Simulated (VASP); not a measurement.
# Si62As (a cell with a defect) in VASP: further runs, part 2 of 3

VASP 6.6.1.

**3. Single point, LDA**

INCAR

```
SYSTEM = Si62As
PREC = Accurate
ENCUT = 520
EDIFF = 1E-6
ISMEAR = -1
SIGMA = 0.05
LREAL = Auto
LASPH = .True.
NELM = 60
ALGO = Normal
ISIF = 2
LWAVE = .False.
LCHARG = .False.
GGA = CA
NELECT = 252.0
NBANDS = 164
```

KPOINTS

```
Automatic mesh
0
Gamma
  1 1 1
  0 0 0
```

POSCAR

```
Si62As
1.0
   10.8600000000      0.0000000000      0.0000000000
    0.0000000000     10.8600000000      0.0000000000
    0.0000000000      0.0000000000     10.8600000000
Si As
62 1
Direct
    0.4988763861      0.0011236139     -0.0013090377
    0.6226953480      0.1250616064      0.1249383936
    0.7503808585      0.2492954431      0.0007045569
    0.8761065654      0.3758897452      0.1262172223
    0.7459581875     -0.0003962729      0.2503962729
    0.8721104354      0.1245707731      0.3740365425
   -0.0007031700     -0.0006951898     -0.0002073948
    0.1238049351      0.1256071344      0.1243928656
    0.2494354098      0.2505645902     -0.0005645902
    0.3743928656      0.3761950649      0.1243928656
    0.5006951898      0.5007031700     -0.0002073948
    0.6240365425      0.6278895646      0.1254292269
    0.7494252074      0.7505747926     -0.0007267991
    0.8721104354      0.8759634575      0.1254292269
    0.2486909623      0.0011236139      0.2488763861
    0.3749383936      0.1250616064      0.3726953480
    0.4988763861      0.2513090377      0.2488763861
    0.6243657858      0.3750827320      0.3743657858
    0.7472631679      0.5022438450      0.2506692350
    0.8812662978      0.6187337022      0.3709098673
    0.5003962729     -0.0003962729      0.4959581875
    0.6240365425      0.1245707731      0.6221104354
    0.7494252074      0.2507267991      0.4994252074
    0.8747502377      0.3745182149      0.6247502377
    0.7472631679     -0.0006692350      0.7477561550
    0.8761065654      0.1237827777      0.8741102548
   -0.0003948715      0.5003948715     -0.0001192380
    0.1241102548      0.6238934346      0.1262172223
    0.2507045569      0.7496191415      0.0007045569
    0.3749383936      0.8773046520      0.1249383936
   -0.0007031700      0.2502073948      0.2506951898
    0.1263873685      0.3736126315      0.3752687390
    0.2497926052      0.5007031700      0.2506951898
    0.3754292269      0.6278895646      0.3740365425
    0.5003962729      0.7540418125      0.2503962729
   -0.0022438450     -0.0006692350      0.4972631679
    0.1241102548      0.1237827777      0.6261065654
    0.2507045569      0.2492954431      0.5003808585
    0.3762172223      0.3758897452      0.6261065654
    0.5006692350      0.5022438450      0.4972631679
    0.6209098673      0.6187337022      0.6312662978
    0.8812662978      0.8790901327      0.6312662978
    0.2497926052     -0.0006951898      0.7492968300
    0.3743928656      0.1256071344      0.8738049351
    0.5006951898      0.2502073948      0.7492968300
    0.6252687390      0.3736126315      0.8763873685
    0.7510498307      0.4993132853      0.7506867147
    0.8747502377      0.6252497623      0.8754817851
   -0.0022438450      0.7527368321      0.2506692350
    0.1249172680      0.8756342142      0.3743657858
    0.0006867147      0.4993132853      0.5010498307
    0.1254817851      0.6252497623      0.6247502377
    0.2492732009      0.7505747926      0.4994252074
    0.3754292269      0.8759634575      0.6221104354
   -0.0003948715      0.2501192380      0.7496051285
    0.1248774001      0.3751225999      0.8748774001
    0.2498807620      0.5003948715      0.7496051285
    0.3762172223      0.6238934346      0.8741102548
    0.5006692350      0.7527368321      0.7477561550
    0.6243657858      0.8756342142      0.8749172680
    0.0006867147      0.7489501693      0.7506867147
    0.1263873685      0.8747312610      0.8763873685
    0.6388181544      0.8611818456      0.3888181544
```

Potentials or basis: VASP PAW LDA potentials, release 64 (Si, As).

Launch:

```
$ cat potpaw_LDA.64/Si/POTCAR potpaw_LDA.64/As/POTCAR > POTCAR
$ mpirun -np 1 vasp_gam > vasp.out
```

OUTCAR:

```text
SYSTEM = Si62As
   PREC = Accurate
   ENCUT = 520
   EDIFF = 1E-6
   ISMEAR = -1
   LREAL = Auto
   LASPH = .True.
   NELM = 60
   ISIF = 2
   GGA = CA
   NELECT = 252.0

 ion  position               nearest neighbor table
   1  0.499  0.001  0.999-  44 2.34  30 2.35   2 2.35  60 2.35
   2  0.623  0.125  0.125-   1 2.35  17 2.35   5 2.35   3 2.36
   3  0.750  0.249  0.001-  46 2.34   2 2.36  26 2.37   4 2.37
   4  0.876  0.376  0.126-  31 2.34  27 2.35   3 2.37  19 2.38
   5  0.746  1.000  0.250-   2 2.35   6 2.35  14 2.35  63 2.42
   6  0.872  0.125  0.374-  36 2.35  23 2.35   5 2.35  31 2.36
[... 54 lines left out ...]
  61  0.001  0.749  0.751-  42 2.32  48 2.35  52 2.35  62 2.36
  62  0.126  0.875  0.876-  29 2.34   7 2.35  43 2.35  61 2.36
  63  0.639  0.861  0.389-   5 2.42  21 2.42  35 2.42

  LATTYP: Found a simple cubic cell.
 ALAT       =    10.8600000000

  Lattice vectors:

 A1 = (  10.8600000000,   0.0000000000,   0.0000000000)
 A2 = (   0.0000000000,  10.8600000000,   0.0000000000)
 A3 = (   0.0000000000,   0.0000000000,  10.8600000000)

Analysis of symmetry for initial positions (statically):
=====================================================================
 Subroutine PRICEL returns:
 Original cell was already a primitive cell.

 Routine SETGRP: Setting up the symmetry group for a
 simple cubic supercell.

 Subroutine GETGRP returns: Found  6 space group operations
 (whereof  1 operations were pure point group operations)
 out of a pool of 48 trial point group operations.

The static configuration has the point symmetry C_1 .
 The point group associated with its full space group is C_3v.

Analysis of symmetry for dynamics (positions and initial velocities):
=====================================================================
 Subroutine PRICEL returns:
 Original cell was already a primitive cell.

 Routine SETGRP: Setting up the symmetry group for a
 simple cubic supercell.

 Subroutine GETGRP returns: Found  6 space group operations
 (whereof  1 operations were pure point group operations)
 out of a pool of 48 trial point group operations.

The dynamic configuration has the point symmetry C_1 .
 The point group associated with its full space group is C_3v.

 Subroutine INISYM returns: Found  6 space group operations
 (whereof  1 operations are pure point group operations),
 and found     1 'primitive' translations

----------------------------------------------------------------------------------------

                                     Primitive cell

  volume of cell :    1280.8241

  direct lattice vectors                    reciprocal lattice vectors
    10.860000000  0.000000000  0.000000000     0.092081031  0.000000000  0.000000000
     0.000000000 10.860000000  0.000000000     0.000000000  0.092081031  0.000000000
     0.000000000  0.000000000 10.860000000     0.000000000  0.000000000  0.092081031

  length of vectors
    10.860000000 10.860000000 10.860000000     0.092081031  0.092081031  0.092081031

  position of ions in fractional coordinates (direct lattice)
     0.498876386  0.001123614  0.998690962
     0.622695348  0.125061606  0.124938394
     0.750380859  0.249295443  0.000704557
     0.876106565  0.375889745  0.126217222
     0.745958188  0.999603727  0.250396273
[... 148 lines left out ...]

 Found      1 irreducible k-points:

 Following reciprocal coordinates:
            Coordinates               Weight
  0.000000  0.000000  0.000000      1.000000
   k-points           NKPTS =      1   k-points in BZ     NKDIM =      1   number of bands    NBANDS=    164
   number of dos      NEDOS =    301   number of ions     NIONS =     63
   total plane-waves  NPLWV = 592704
   dimension x,y,z NGX =    84 NGY =   84 NGZ =   84
   dimension x,y,z NGXF=   168 NGYF=  168 NGZF=  168
   ions per type =              62   1
   NGX,Y,Z   is equivalent  to a cutoff of  12.86, 12.86, 12.86 a.u.
   NGXF,Y,Z  is equivalent  to a cutoff of  25.72, 25.72, 25.72 a.u.
 SYSTEM =  Si62As
   PREC   = accura    normal or accurate (medium, high low for compatibility)
   ISTART =      0    job   : 0-new  1-cont  2-samecut
   ICHARG =      2    charge: 1-file 2-atom 10-const
   ISPIN  =      1    spin polarized calculation?
   LNONCOLLINEAR =      F non collinear calculations
   LSORBIT =      F    spin-orbit coupling
   LASPH  =      T    aspherical Exc in radial PAW
   ENCUT  =  520.0 eV  38.22 Ry    6.18 a.u.  20.19 20.19 20.19*2*pi/ulx,y,z
   NELM   =     60;   NELMIN=  2; NELMDL= -5     # of ELM steps
   EDIFF  = 0.1E-05   stopping-criterion for ELM
   LREAL  =      T    real-space projection
   EDIFFG = 0.1E-04   stopping-criterion for IOM
   NSW    =      0    number of steps for IOM
   IBRION =     -1    ionic relax: 0-MD 1-quasi-New 2-CG
   NFREE  =      0    steps in history (QN), initial steepest desc. (CG)
   ISIF   =      2    stress and relaxation
   ISYM   =      2    0-nonsym 1-usesym 2-fastsym
   POTIM  = 0.5000    time-step for ionic-motion
   TEBEG  =    0.0;   TEEND  =   0.0 temperature during run
   PSTRESS=    0.0 pullay stress
   NELECT =     252.0000    total number of electrons
   NUPDOWN=      -1.0000    fix difference up-down
   EMIN   =  10.00;   EMAX   =-10.00  energy-range for DOS
   EFERMI =   0.00;   METHOD = LEGACY
   ISMEAR =    -1;   SIGMA  =   0.05  broadening in eV -4-tet -1-fermi 0-gaus
   EFERMI_NEDOS =   21; number of points for ismear=-14 and -15
   IALGO  =     38    algorithm
   IMIX   =      4    mixing-type and parameters
     AMIX     =   0.40;   BMIX     =  1.00
     AMIX_MAG =   1.60;   BMIX_MAG =  1.00
  volume/ion in A,a.u.               =      20.33       137.20
  Fermi-wavevector in a.u.,A,eV,Ry     =   0.952164  1.799329 12.335269  0.906617
  Thomas-Fermi vector in A             =   2.080702
   LORBIT       =      0    0 simple, 1 ext, 2 COOP (PROOUT), +10 PAW based schemes
   GGA     = CA    functional components
   LHFCALC =     F    Hartree Fock is set to
   AEXX    =    0.0000 exact exchange contribution
   IVDW    =     0    specifies the selected vdW correction
   LEPSILON=     F    determine dielectric tensor
   LRPA    =     F    only Hartree local field effects (RPA)
 non-spin polarized calculation
  energy-cutoff  :      520.00
  volume of cell :     1280.82
 maximum number of plane-waves:     17229
 NGX is ok and might be reduce to    84
   NGX = 41   NGY = 41   NGZ = 41

 number of electron     251.9999982 magnetization

 Free energy of the ion-electron system (eV)
  ---------------------------------------------------
  ext. energy  EPLUGINS =         0.00000000
  ---------------------------------------------------
  free energy    TOTEN  =      -371.67872406 eV

  energy without entropy =     -371.65230507  energy(sigma->0) =     -371.66551456

 E-fermi :   5.9711     XC(G=0):  -9.5298

 val. band max:        5.7861360364   @ k =   0.0000   0.0000   0.0000
 cond. band min:       6.2070977925   @ k =   0.0000   0.0000   0.0000
 fundamental gap:      0.4209617561
 Fermi energy:         5.9710773395

 k-point     1 :       0.0000    0.0000    0.0000
  band No.  band energies     occupation
      1      -6.4215      2.00000
      2      -5.8800      2.00000
      3      -5.2407      2.00000
      4      -5.2407      2.00000
      5      -5.2311      2.00000
      6      -5.2311      2.00000
[... 130 lines left out ...]
    137       6.6921      0.00000
    138       6.8252      0.00000
 [bands above 138 left out]

------------------------ aborting loop because EDIFF is reached ----------------------------------------

  FORCE on cell =-STRESS in cart. coord.  units (eV):
  Direction    XX          YY          ZZ          XY          YZ          ZX
  --------------------------------------------------------------------------------------
  -------------------------------------------------------------------------------------
  Total      -17.5055352    -17.5055352    -17.5055352     -3.1227691     -3.1227691      3.1227691
  in kB      -21.8975991    -21.8975991    -21.8975991     -3.9062585     -3.9062585      3.9062585
  external PRESSURE =     -21.8975991 kB  Pullay stress =       0.0000000 kB

 VOLUME and BASIS-vectors are now :
 -----------------------------------------------------------------------------
  energy-cutoff  :      520.00
  volume of cell :     1280.82
      direct lattice vectors                 reciprocal lattice vectors
    10.860000000  0.000000000  0.000000000     0.092081031  0.000000000  0.000000000
     0.000000000 10.860000000  0.000000000     0.000000000  0.092081031  0.000000000
     0.000000000  0.000000000 10.860000000     0.000000000  0.000000000  0.092081031

 POSITION                                       TOTAL-FORCE (eV/Angst)
 -----------------------------------------------------------------------------------
      5.41780      0.01220     10.84578        -0.004169      0.004169     -0.018109
      6.76247      1.35817      1.35683         0.020382     -0.004623      0.004623
      8.14914      2.70735      0.00765        -0.011810     -0.008163      0.008163
      9.51452      4.08216      1.37072         0.004423      0.004389      0.003271
      8.10111     10.85570      2.71930        -0.017018      0.027946     -0.027946
      9.47112      1.35284      4.06204         0.011039      0.010688      0.002776
[... 55 lines left out ...]
      1.37257      9.49958      9.51757        -0.009880     -0.007355     -0.009880
      6.93757      9.35243      4.22257         0.032640     -0.032640      0.032640
 -----------------------------------------------------------------------------------
    total drift:                               -0.026904      0.026904     -0.026904

  FREE ENERGIE OF THE ION-ELECTRON SYSTEM (eV)
  ---------------------------------------------------
  free  energy   TOTEN  =      -371.6787240565 eV

  energy  without entropy=     -371.6523050717  energy(sigma->0) =     -371.66551456
```

Wall time 5.6 min (1 thread of Oxide Virtual Turin-like, shared host); peak memory 0.67 GiB.

Results:

```
Free energy   : -371.6787 eV
Largest force : 0.057 eV/Å
```

Forces on the atoms (eV/Å):
```
Si  -0.004  0.004 -0.018
Si   0.020 -0.005  0.005
Si  -0.012 -0.008  0.008
Si   0.004  0.004  0.003
Si  -0.017  0.028 -0.028
Si   0.011  0.011  0.003
Si  -0.006  0.000 -0.004
Si   0.006 -0.003  0.003
Si   0.000  0.000  0.000
Si   0.003 -0.006  0.003
Si   0.000  0.006 -0.004
Si   0.003 -0.011 -0.011
Si   0.005 -0.005  0.007
Si   0.011 -0.003 -0.011
Si  -0.018  0.004 -0.004
Si   0.005 -0.005  0.020
Si  -0.004  0.018 -0.004
Si  -0.004 -0.006 -0.004
Si  -0.002  0.005  0.004
Si   0.003 -0.003 -0.015
Si  -0.028  0.028 -0.017
Si   0.003  0.011  0.011
Si   0.005 -0.007  0.005
Si   0.013  0.009  0.013
Si  -0.002 -0.004 -0.005
Si   0.004 -0.003 -0.004
Si  -0.003  0.003  0.013
Si  -0.004 -0.004  0.003
Si   0.008  0.012  0.008
Si   0.005 -0.020  0.005
Si  -0.006  0.004  0.000
Si  -0.010  0.010  0.007
Si  -0.004  0.006  0.000
Si  -0.011 -0.011  0.003
Si  -0.028  0.017 -0.028
Si  -0.005 -0.004 -0.002
Si  -0.004 -0.003  0.004
Si   0.008 -0.008 -0.012
Si   0.003  0.004  0.004
Si   0.004  0.005 -0.002
Si  -0.015 -0.003  0.003
Si   0.003  0.015  0.003
Si  -0.004  0.000 -0.006
Si   0.003 -0.003  0.006
Si   0.000  0.004 -0.006
Si   0.007  0.010 -0.010
Si   0.008 -0.002  0.002
Si   0.013 -0.013 -0.009
Si  -0.005  0.002  0.004
Si   0.006  0.004 -0.004
Si   0.002 -0.002  0.008
Si  -0.009 -0.013  0.013
Si   0.007 -0.005  0.005
Si  -0.011 -0.003  0.011
Si  -0.003 -0.013 -0.003
Si   0.008 -0.008  0.008
Si   0.013  0.003 -0.003
Si   0.003 -0.004 -0.004
Si   0.004  0.002 -0.005
Si  -0.004  0.004  0.006
Si   0.002 -0.008  0.002
Si  -0.010 -0.007 -0.010
As   0.033 -0.033  0.033
```

Levels at points of the mesh, in eV from the Fermi level:
```tsv
k point	band 123	band 124	band 125	band 126	band 127	band 128	band 129	band 130
(0.00, 0.00, 0.00)	-0.84	-0.63	-0.63	-0.18	0.24	0.24	0.30	0.33
```

Caveat: the k points lie up to 0.58 Å⁻¹ apart; the cell carries a net charge on a neutralising background, which shifts energy and pressure; the cell is charged against a uniform background, so pressure and absolute levels hang on convention.

(Part 2 of 3 ends here.)
